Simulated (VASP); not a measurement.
# SnO2 (P4_2/mnm) in VASP: a series of runs

Runs on SnO2. Level: r2SCAN. Tasks: single point.

Program: VASP 6.6.1. These are calculated values, not measurements. Logs are shortened: lines on timing, memory, paths and dates and some standing lists are left out, and cuts for length are marked.

**1. The cell of the first run**

The structure is tetragonal, space group P4_2/mnm (No. 136). The conventional cell has a = 4.737 Å, b = 4.737 Å, c = 3.186 Å, α = 90.00°, β = 90.00°, γ = 90.00°. Sn (site symmetry mmm) has 6 O at 2.05 to 2.06 Å within 2.7 Å. Within 2.7 Å of O (site symmetry m2m) lie 3 Sn at 2.05 to 2.06 Å and 1 O at 2.60 Å.

**2. Single point, r2SCAN**

The input, POSCAR:

```
SnO2
1.0
    4.7373500000      0.0000000000      0.0000000000
    0.0000000000      4.7373500000      0.0000000000
    0.0000000000      0.0000000000      3.1864000000
Sn O
2 4
Direct
    0.0000000000      0.0000000000      0.0000000000
    0.5000000000      0.5000000000      0.5000000000
    0.3056200000      0.3056200000      0.0000000000
    0.1943800000      0.8056200000      0.5000000000
    0.6943800000      0.6943800000      0.0000000000
    0.8056200000      0.1943800000      0.5000000000
```

The input, INCAR.step1:

```
SYSTEM = SnO2
ALGO = Normal
EDIFF = 1E-4
ENCUT = 520
GGA = PE
ISMEAR = 0
LASPH = .TRUE.
LCHARG = .FALSE.
LREAL = .FALSE.
LWAVE = .TRUE.
NBANDS = 35
NELM = 100
PREC = Accurate
SIGMA = 0.1
```

The input, INCAR.step2:

```
SYSTEM = SnO2
ALGO = Normal
EDIFF = 1E-7
ENCUT = 520
ISIF = 2
ISMEAR = 0
ISTART = 1
LASPH = .TRUE.
LCHARG = .FALSE.
LMIXTAU = .TRUE.
LREAL = .FALSE.
LWAVE = .FALSE.
METAGGA = R2SCAN
NBANDS = 35
NELM = 100
PREC = Accurate
SIGMA = 0.1
```

The input, KPOINTS:

```
k-points
0
G
  4 4 6
  0 0 0
```

Potentials or basis: VASP PAW PBE potentials, release 64 (Sn_d, O).

Launch:

```sh
> cat potpaw_PBE.64/Sn_d/POTCAR potpaw_PBE.64/O/POTCAR > POTCAR
> cp INCAR.step1 INCAR
> mpirun -np 1 vasp_std > vasp.out
> cp INCAR.step2 INCAR
> mpirun -np 1 vasp_std > vasp.out
```

OUTCAR:

```text
SYSTEM = SnO2
   EDIFF = 1E-7
   ENCUT = 520
   ISIF = 2
   ISMEAR = 0
   ISTART = 1
   LASPH = .TRUE.
   LREAL = .FALSE.
   METAGGA = R2SCAN
   NELM = 100
   PREC = Accurate

 ion  position               nearest neighbor table
   1  0.000  0.000  0.000-   3 2.05   5 2.05   4 2.06   6 2.06   4 2.06   6 2.06   2 3.71   2 3.71
                             2 3.71   2 3.71   2 3.71   2 3.71   2 3.71   2 3.71
   2  0.500  0.500  0.500-   4 2.05   6 2.05   5 2.06   3 2.06   3 2.06   5 2.06   1 3.71   1 3.71
                             1 3.71   1 3.71   1 3.71   1 3.71   1 3.71   1 3.71
   3  0.306  0.306  0.000-   1 2.05   2 2.06   2 2.06
   4  0.194  0.806  0.500-   2 2.05   1 2.06   1 2.06
   5  0.694  0.694  0.000-   1 2.05   2 2.06   2 2.06
   6  0.806  0.194  0.500-   2 2.05   1 2.06   1 2.06

  LATTYP: Found a simple tetragonal cell.
 ALAT       =     4.7373500000
 C/A-ratio  =     0.6726123255

  Lattice vectors:

 A1 = (   4.7373500000,   0.0000000000,   0.0000000000)
 A2 = (   0.0000000000,   4.7373500000,   0.0000000000)
 A3 = (   0.0000000000,   0.0000000000,   3.1864000000)

Analysis of symmetry for initial positions (statically):
=====================================================================
 Subroutine PRICEL returns:
 Original cell was already a primitive cell.

 Routine SETGRP: Setting up the symmetry group for a
 simple tetragonal supercell.

 Subroutine GETGRP returns: Found 16 space group operations
 (whereof  8 operations were pure point group operations)
 out of a pool of 16 trial point group operations.

The static configuration has the point symmetry D_2h.
 The point group associated with its full space group is D_4h.

Analysis of symmetry for dynamics (positions and initial velocities):
=====================================================================
 Subroutine PRICEL returns:
 Original cell was already a primitive cell.

 Routine SETGRP: Setting up the symmetry group for a
 simple tetragonal supercell.

 Subroutine GETGRP returns: Found 16 space group operations
 (whereof  8 operations were pure point group operations)
 out of a pool of 16 trial point group operations.

The dynamic configuration has the point symmetry D_2h.
 The point group associated with its full space group is D_4h.

 Subroutine INISYM returns: Found 16 space group operations
 (whereof  8 operations are pure point group operations),
 and found     1 'primitive' translations

----------------------------------------------------------------------------------------

                                     Primitive cell

  volume of cell :      71.5107

  direct lattice vectors                    reciprocal lattice vectors
     4.737350000  0.000000000  0.000000000     0.211088478  0.000000000  0.000000000
     0.000000000  4.737350000  0.000000000     0.000000000  0.211088478  0.000000000
     0.000000000  0.000000000  3.186400000     0.000000000  0.000000000  0.313833794

  length of vectors
     4.737350000  4.737350000  3.186400000     0.211088478  0.211088478  0.313833794

  position of ions in fractional coordinates (direct lattice)
     0.000000000  0.000000000  0.000000000
     0.500000000  0.500000000  0.500000000
     0.305620000  0.305620000  0.000000000
     0.194380000  0.805620000  0.500000000
     0.694380000  0.694380000  0.000000000
     0.805620000  0.194380000  0.500000000

  ion indices of the primitive-cell ions
   primitive index   ion index
                 1           1
                 2           2
                 3           3
                 4           4
                 5           5
                 6           6

----------------------------------------------------------------------------------------

 KPOINTS: k-points

Automatic generation of k-mesh.
 Grid dimensions read from file:
 generate k-points for:    4    4    6

 Generating k-lattice:

  Cartesian coordinates                     Fractional coordinates (reciprocal lattice)
     0.052772119  0.000000000  0.000000000     0.250000000  0.000000000  0.000000000
[... 46 lines left out ...]
   NGX = 17   NGY = 17   NGZ = 11

 number of electron      51.9999990 magnetization

 Free energy of the ion-electron system (eV)
  ---------------------------------------------------
  ext. energy  EPLUGINS =         0.00000000
  ---------------------------------------------------
  free energy    TOTEN  =       -84.61057721 eV

  energy without entropy =      -84.61057721  energy(sigma->0) =      -84.61057721

 E-fermi :   6.2026     XC(G=0): -12.0503

 val. band max:        5.7216123014   @ k =   0.0000   0.0000   0.0000
 cond. band min:       7.6799217702   @ k =   0.0000   0.0000   0.0000
 fundamental gap:      1.9583094688
 Fermi energy:         6.2025542240

 k-point     1 :       0.0000    0.0000    0.0000
  band No.  band energies     occupation
      1     -16.0445      2.00000
      2     -15.0977      2.00000
      3     -14.7670      2.00000
      4     -14.7670      2.00000
      5     -14.7437      2.00000
      6     -14.7197      2.00000
[... 27 lines left out ...]
     34      19.0120      0.00000
     35      19.2709      0.00000

 k-point     2 :       0.2500    0.0000    0.0000
  band No.  band energies     occupation
      1     -15.9356      2.00000
      2     -15.2433      2.00000
      3     -14.7828      2.00000
      4     -14.7636      2.00000
      5     -14.7634      2.00000
      6     -14.7495      2.00000
[... 27 lines left out ...]
     34      18.9046      0.00000
     35      19.1930      0.00000

 k-point     3 :       0.5000    0.0000    0.0000
  band No.  band energies     occupation
      1     -15.6292      2.00000
      2     -15.6292      2.00000
      3     -14.7699      2.00000
      4     -14.7699      2.00000
      5     -14.7598      2.00000
      6     -14.7598      2.00000
[... 27 lines left out ...]
     34      19.0147      0.00000
     35      19.4604      0.00000
[... 723 lines left out ...]
 k-point    23 :       0.5000    0.2500    0.5000
  band No.  band energies     occupation
      1     -15.8838      2.00000
      2     -15.8838      2.00000
      3     -14.9949      2.00000
      4     -14.9949      2.00000
      5     -14.5835      2.00000
      6     -14.5835      2.00000
[... 27 lines left out ...]
     34      18.3106      0.00000
     35      19.4668      0.00000

 k-point    24 :       0.5000    0.5000    0.5000
  band No.  band energies     occupation
      1     -15.7586      2.00000
      2     -15.7586      2.00000
      3     -15.2265      2.00000
      4     -15.2265      2.00000
      5     -14.5777      2.00000
      6     -14.5777      2.00000
[... 27 lines left out ...]
     34      17.9333      0.00000
     35      19.7735      0.00000

------------------------ aborting loop because EDIFF is reached ----------------------------------------

  FORCE on cell =-STRESS in cart. coord.  units (eV):
  Direction    XX          YY          ZZ          XY          YZ          ZX
  --------------------------------------------------------------------------------------
  -------------------------------------------------------------------------------------
  Total        1.6961740      1.6961740      2.2431489     -0.0000000      0.0000000      0.0000000
  in kB       38.0022875     38.0022875     50.2571023     -0.0000000      0.0000000      0.0000000
  external PRESSURE =      42.0872257 kB  Pullay stress =       0.0000000 kB

 VOLUME and BASIS-vectors are now :
 -----------------------------------------------------------------------------
  energy-cutoff  :      520.00
  volume of cell :       71.51
      direct lattice vectors                 reciprocal lattice vectors
     4.737350000  0.000000000  0.000000000     0.211088478  0.000000000  0.000000000
     0.000000000  4.737350000  0.000000000     0.000000000  0.211088478  0.000000000
     0.000000000  0.000000000  3.186400000     0.000000000  0.000000000  0.313833794

 POSITION                                       TOTAL-FORCE (eV/Angst)
 -----------------------------------------------------------------------------------
      0.00000      0.00000      0.00000         0.000000      0.000000      0.000000
      2.36868      2.36868      1.59320         0.000000      0.000000      0.000000
      1.44783      1.44783      0.00000        -0.021166     -0.021166      0.000000
      0.92085      3.81650      1.59320         0.021166     -0.021166      0.000000
      3.28952      3.28952      0.00000         0.021166      0.021166     -0.000000
      3.81650      0.92085      1.59320        -0.021166      0.021166     -0.000000
 -----------------------------------------------------------------------------------
    total drift:                                0.000000      0.000000      0.000000

  FREE ENERGIE OF THE ION-ELECTRON SYSTEM (eV)
  ---------------------------------------------------
  free  energy   TOTEN  =       -84.6105772126 eV

  energy  without entropy=      -84.6105772126  energy(sigma->0) =      -84.61057721
```

Run time: 2.4 min. Hardware: 1 thread of AMD EPYC 9R45 (Zen 5), shared host; peak memory 0.17 GiB.

What came out:

```
Free energy            : -84.6106 eV
Pressure               : 4.2 GPa
Largest force          : 0.030 eV/Å
Band gap on the k mesh : 1.96 eV, direct
```

Forces in eV/Å, atoms in the order of the input:
```
Sn   0.000  0.000  0.000
Sn   0.000  0.000  0.000
O   -0.021 -0.021  0.000
O    0.021 -0.021  0.000
O    0.021  0.021  0.000
O   -0.021  0.021  0.000
```

Caveat: the PAW data sets were made with another functional, which shifts forces and pressure a little; spin-orbit coupling is left out, which moves the levels of the heavy elements. r2SCAN opens gaps a little over a GGA but as a rule still falls short of measured ones.

**3. Single point, r2SCAN**

This run uses another cell than the first one, of 12.09 Å³/atom, 1.014 times its volume.

The input, POSCAR:

```
SnO2
1.0
    4.7602164773      0.0000000000      0.0000000000
    0.0000000000      4.7602164773      0.0000000000
    0.0000000000      0.0000000000      3.2005650988
Sn O
2 4
Direct
    0.0000000000      0.0000000000      0.0000000000
    0.5000000000      0.5000000000      0.5000000000
    0.3058934984      0.3058934984      0.0000000000
    0.1941065016      0.8058934984      0.5000000000
    0.6941065016      0.6941065016      0.0000000000
    0.8058934984      0.1941065016      0.5000000000
```

The input, INCAR.step1:

```
PREC = Accurate
ENCUT = 520
ISMEAR = 0
SIGMA = 0.02
LREAL = F
LASPH = T
NELM = 60
NBANDS = 35
GGA = PE
ALGO = Normal
EDIFF = 1E-4
LWAVE = T
LCHARG = F
```

The input, INCAR.step2:

```
PREC = Accurate
ENCUT = 520
EDIFF = 1E-6
ISMEAR = 0
SIGMA = 0.02
LREAL = F
LASPH = T
NELM = 60
ALGO = Normal
ISIF = 2
LWAVE = F
LCHARG = F
METAGGA = R2SCAN
LMIXTAU = T
NBANDS = 35
ISTART = 1
```

The input, KPOINTS:

```
regular mesh
0
Gamma
  6 6 8
```

Potentials or basis: VASP PAW PBE potentials, release 64 (Sn_d, O).

Launch:

```sh
> cat potpaw_PBE.64/Sn_d/POTCAR potpaw_PBE.64/O/POTCAR > POTCAR
> cp INCAR.step1 INCAR
> mpirun -np 1 vasp_std > vasp.out
> cp INCAR.step2 INCAR
> mpirun -np 1 vasp_std > vasp.out
```

Wall time 3.4 min (1 thread of Intel Xeon 6975P-C (Granite Rapids), shared host); peak memory 0.24 GiB.

The run converged. Its results:

```yaml
Free_energy: -84.6296 eV
Pressure: 1.1 GPa
Largest_force: 0.025 eV/Å
Band_gap_on_the_k_mesh: 1.79 eV, direct
```

Forces on the atoms (eV/Å):
```
Sn   0.000  0.000  0.000
Sn   0.000  0.000  0.000
O   -0.018 -0.018  0.000
O    0.018 -0.018  0.000
O    0.018  0.018  0.000
O   -0.018  0.018  0.000
```

Stress tensor (GPa, compression positive):
```
0.91 0.00 0.00
0.00 0.91 0.00
0.00 0.00 1.44
```

Levels at points of the mesh, in eV from the valence-band top:
```tsv
k point	band 23	band 24	band 25	band 26	band 27	band 28	band 29	band 30
(0.00, 0.00, 0.00)	-1.22	-0.78	-0.78	0.00	1.79	6.81	7.05	7.05
(0.50, 0.00, 0.00)	-1.17	-1.17	-0.62	-0.62	5.00	5.00	7.81	7.81
(0.50, 0.50, 0.00)	-1.30	-1.30	-0.92	-0.92	5.44	5.44	8.22	8.22
(0.00, 0.00, 0.50)	-1.67	-1.67	-1.27	-1.27	6.87	6.87	10.53	10.53
(0.50, 0.00, 0.50)	-1.11	-1.11	-0.69	-0.69	7.15	7.15	8.85	8.85
(0.50, 0.50, 0.50)	-0.96	-0.96	-0.85	-0.85	5.52	5.52	9.65	9.65
```

Caveat: the PAW data sets were made with another functional, which shifts forces and pressure a little; spin-orbit coupling is left out, which moves the levels of the heavy elements. r2SCAN opens gaps a little over a GGA but as a rule still falls short of measured ones.

**4. Single point, r2SCAN**

This run uses another cell than the first one, of 12.09 Å³/atom, 1.014 times its volume.

POSCAR is that of step 3.

The input, INCAR.step1:

```
SYSTEM = SnO2
  ALGO = Normal
  EDIFF = 1E-4
  ENCUT = 520
  GGA = PE
  ISMEAR = 0
  LASPH = .True.
  LCHARG = .False.
  LREAL = .False.
  LWAVE = .True.
  NBANDS = 35
  NELM = 60
  PREC = Accurate
  SIGMA = 0.05
```

The input, INCAR.step2:

```
SYSTEM = SnO2
  ALGO = Normal
  EDIFF = 1E-7
  ENCUT = 520
  ISIF = 2
  ISMEAR = 0
  ISTART = 1
  LASPH = .True.
  LCHARG = .True.
  LELF = .True.
  LMIXTAU = .True.
  LREAL = .False.
  LVHAR = .True.
  LWAVE = .False.
  METAGGA = R2SCAN
  NBANDS = 35
  NELM = 60
  PREC = Accurate
  SIGMA = 0.05
```

The input, KPOINTS:

```
k-points
0
Gamma
  6 6 8
  0 0 0
```

Launch:

```sh
> cat potpaw_PBE.64/Sn_d/POTCAR potpaw_PBE.64/O/POTCAR > POTCAR
> cp INCAR.step1 INCAR
> mpirun -np 1 vasp_std > vasp.out
> cp INCAR.step2 INCAR
> mpirun -np 1 vasp_std > vasp.out
```

Wall time 3.9 min (1 thread of Intel Xeon 6975P-C (Granite Rapids), shared host); peak memory 0.25 GiB.

It converged, with:

| Item | Value |
| --- | --- |
| Free energy | -84.6296 eV |
| Pressure | 1.1 GPa |
| Largest force | 0.025 eV/Å |
| Band gap on the k mesh | 1.79 eV, direct |

Forces in eV/Å, atoms in the order of the input:
```
Sn   0.000  0.000  0.000
Sn   0.000  0.000  0.000
O   -0.018 -0.018  0.000
O    0.018 -0.018  0.000
O    0.018  0.018  0.000
O   -0.018  0.018  0.000
```

Stress tensor (GPa, compression positive):
```
0.91 0.00 0.00
0.00 0.91 0.00
0.00 0.00 1.44
```

Levels at points of the mesh, in eV from the valence-band top:
| k point | band 22 | band 23 | band 24 | band 25 | band 26 | band 27 | band 28 | band 29 | band 30 | band 31 |
| --- | --- | --- | --- | --- | --- | --- | --- | --- | --- | --- |
| (0.00, 0.00, 0.00) | -1.22 | -1.22 | -0.78 | -0.78 | 0.00 | 1.79 | 6.81 | 7.05 | 7.05 | 11.10 |
| (0.50, 0.00, 0.00) | -1.97 | -1.17 | -1.17 | -0.62 | -0.62 | 5.00 | 5.00 | 7.81 | 7.81 | 11.89 |
| (0.50, 0.50, 0.00) | -1.96 | -1.30 | -1.30 | -0.92 | -0.92 | 5.44 | 5.44 | 8.22 | 8.22 | 11.92 |
| (0.00, 0.00, 0.50) | -2.59 | -1.67 | -1.67 | -1.27 | -1.27 | 6.87 | 6.87 | 10.53 | 10.53 | 11.56 |
| (0.50, 0.00, 0.50) | -1.73 | -1.11 | -1.11 | -0.69 | -0.69 | 7.15 | 7.15 | 8.85 | 8.85 | 11.93 |
| (0.50, 0.50, 0.50) | -2.35 | -0.96 | -0.96 | -0.85 | -0.85 | 5.52 | 5.52 | 9.65 | 9.65 | 11.91 |

Caveat: the PAW data sets were made with another functional, which shifts forces and pressure a little; spin-orbit coupling is left out, which moves the levels of the heavy elements. r2SCAN opens gaps a little over a GGA but as a rule still falls short of measured ones.

**5. Single point, r2SCAN**

This run uses another cell than the first one, of 12.09 Å³/atom, 1.014 times its volume.

POSCAR is that of step 4.

The input, INCAR.step1:

```
ALGO = Normal
EDIFF = 1E-4
ENCUT = 520
GGA = PE
ISMEAR = 0
LASPH = True
LCHARG = False
LREAL = False
LWAVE = True
NBANDS = 35
NELM = 60
PREC = Accurate
SIGMA = 0.05
```

The input, INCAR.step2:

```
ALGO = Normal
EDIFF = 1E-7
ENCUT = 520
ISIF = 2
ISMEAR = 0
ISTART = 1
LASPH = True
LCHARG = False
LMIXTAU = True
LREAL = False
LWAVE = False
METAGGA = R2SCAN
NBANDS = 35
NELM = 60
PREC = Accurate
SIGMA = 0.05
```

The input, KPOINTS:

```
k-points
0
Gamma
  6 6 10
```

Launch:

```sh
> cat potpaw_PBE.64/Sn_d/POTCAR potpaw_PBE.64/O/POTCAR > POTCAR
> cp INCAR.step1 INCAR
> mpirun -np 1 vasp_std > vasp.out
> cp INCAR.step2 INCAR
> mpirun -np 1 vasp_std > vasp.out
```

Wall time 4.4 min (1 thread of Intel Xeon 6975P-C (Granite Rapids), shared host); peak memory 0.25 GiB.

The run converged. Its results:

```yaml
Free_energy: -84.6296 eV
Pressure: 1.1 GPa
Largest_force: 0.025 eV/Å
Band_gap_on_the_k_mesh: 1.79 eV, direct
```

Forces in eV/Å, atoms in the order of the input:
```
Sn   0.000  0.000  0.000
Sn   0.000  0.000  0.000
O   -0.018 -0.018  0.000
O    0.018 -0.018  0.000
O    0.018  0.018  0.000
O   -0.018  0.018  0.000
```

Stress tensor (GPa, compression positive):
```
0.91 0.00 0.00
0.00 0.91 0.00
0.00 0.00 1.44
```

Levels at points of the mesh, in eV from the valence-band top:
| k point | band 23 | band 24 | band 25 | band 26 | band 27 | band 28 | band 29 | band 30 |
| --- | --- | --- | --- | --- | --- | --- | --- | --- |
| (0.00, 0.00, 0.00) | -1.22 | -0.78 | -0.78 | 0.00 | 1.79 | 6.81 | 7.05 | 7.05 |
| (0.50, 0.00, 0.00) | -1.17 | -1.17 | -0.62 | -0.62 | 5.00 | 5.00 | 7.81 | 7.81 |
| (0.50, 0.50, 0.00) | -1.30 | -1.30 | -0.92 | -0.92 | 5.44 | 5.44 | 8.22 | 8.22 |
| (0.00, 0.00, 0.50) | -1.67 | -1.67 | -1.27 | -1.27 | 6.87 | 6.87 | 10.53 | 10.53 |
| (0.50, 0.00, 0.50) | -1.11 | -1.11 | -0.69 | -0.69 | 7.15 | 7.15 | 8.85 | 8.85 |
| (0.50, 0.50, 0.50) | -0.96 | -0.96 | -0.85 | -0.85 | 5.52 | 5.52 | 9.65 | 9.65 |

Caveat: the PAW data sets were made with another functional, which shifts forces and pressure a little; spin-orbit coupling is left out, which moves the levels of the heavy elements. r2SCAN opens gaps a little over a GGA but as a rule still falls short of measured ones.

**6. The runs side by side**

| cell | k mesh | smearing | gap on the mesh (eV) | pressure (GPa) | largest force (eV/Å) |
| --- | --- | --- | --- | --- | --- |
| a = 4.737, b = 4.737, c = 3.186 Å, 6 atoms | 4 × 4 × 6 | gaussian 0.1 eV | 1.96 | 4.2 | 0.03 |
| a = 4.760, b = 4.760, c = 3.201 Å, 6 atoms | 6 × 6 × 8 | gaussian 0.02 eV | 1.79 | 1.1 | 0.03 |
| a = 4.760, b = 4.760, c = 3.201 Å, 6 atoms | 6 × 6 × 8 | gaussian 0.05 eV | 1.79 | 1.1 | 0.03 |
| a = 4.760, b = 4.760, c = 3.201 Å, 6 atoms | 6 × 6 × 10 | gaussian 0.05 eV | 1.79 | 1.1 | 0.03 |

Alike in all rows: task single point; level r2SCAN; potentials or basis VASP PAW PBE potentials, release 64 (Sn_d, O); no spin polarisation; cutoff (eV) 520.

Caveats: the PAW data sets were made with another functional, which shifts forces and pressure a little; spin-orbit coupling is left out, which moves the levels of the heavy elements.

Absolute energies hang on the potentials; compare differences alone.
